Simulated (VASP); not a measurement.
Set up this calculation in VASP 6.6.1, as the native input.

- Task: single point
- Functional: r2SCAN
- Potentials or basis: VASP PAW PBE potentials, release 64 (Si, C)
- Cutoff: 520 eV
- k mesh: 10 × 10 × 10
- Occupations: gaussian, width 0.01 eV
- Spin: no spin polarisation
- Dipole correction: no
- Further INCAR settings: ALGO = Normal; EDIFF = 1e-07; NBANDS = 11

Crystal: SiC.

```
Si C
1.0
     0.00000    2.17805    2.17805
     2.17805    0.00000    2.17805
     2.17805    2.17805    0.00000
Si C
1 1
Direct
  0.25000 0.25000 0.25000
  0.00000 0.00000 0.00000
```

The input as run:

POSCAR

```
SiC
1.0
    0.0000000000      2.1780504216      2.1780504216
    2.1780504216      0.0000000000      2.1780504216
    2.1780504216      2.1780504216      0.0000000000
Si C
1 1
Direct
    0.2500000000      0.2500000000      0.2500000000
    0.0000000000      0.0000000000      0.0000000000
```

INCAR.step1

```
SYSTEM = SiC
PREC = Accurate
ENCUT = 520
ISMEAR = 0
SIGMA = 0.01
LREAL = .FALSE.
LASPH = .TRUE.
NELM = 80
NBANDS = 11
GGA = PE
ALGO = Normal
EDIFF = 1E-4
LWAVE = .TRUE.
LCHARG = .FALSE.
```

INCAR.step2

```
SYSTEM = SiC
PREC = Accurate
ENCUT = 520
EDIFF = 1E-7
ISMEAR = 0
SIGMA = 0.01
LREAL = .FALSE.
LASPH = .TRUE.
NELM = 80
ALGO = Normal
ISIF = 2
LWAVE = .FALSE.
LCHARG = .FALSE.
METAGGA = R2SCAN
LMIXTAU = .TRUE.
NBANDS = 11
ISTART = 1
```

KPOINTS

```
regular mesh
0
G
  10 10 10
  0 0 0
```

Potentials or basis: VASP PAW PBE potentials, release 64 (Si, C).

The run is started by

```bash
$ cat potpaw_PBE.64/Si/POTCAR potpaw_PBE.64/C/POTCAR > POTCAR
$ cp INCAR.step1 INCAR
$ mpirun -np 1 vasp_std > vasp.out
$ cp INCAR.step2 INCAR
$ mpirun -np 1 vasp_std > vasp.out
```

It gave:

* Pressure: -0.1 GPa
* Band gap on the k mesh: 1.72 eV, indirect (least direct gap 5.06 eV)

Caveat: the PAW data sets were made with another functional, which shifts forces and pressure a little.

It took 20 s on 1 thread of Intel Xeon 6975P-C (shared host), peak memory 0.14 GiB.
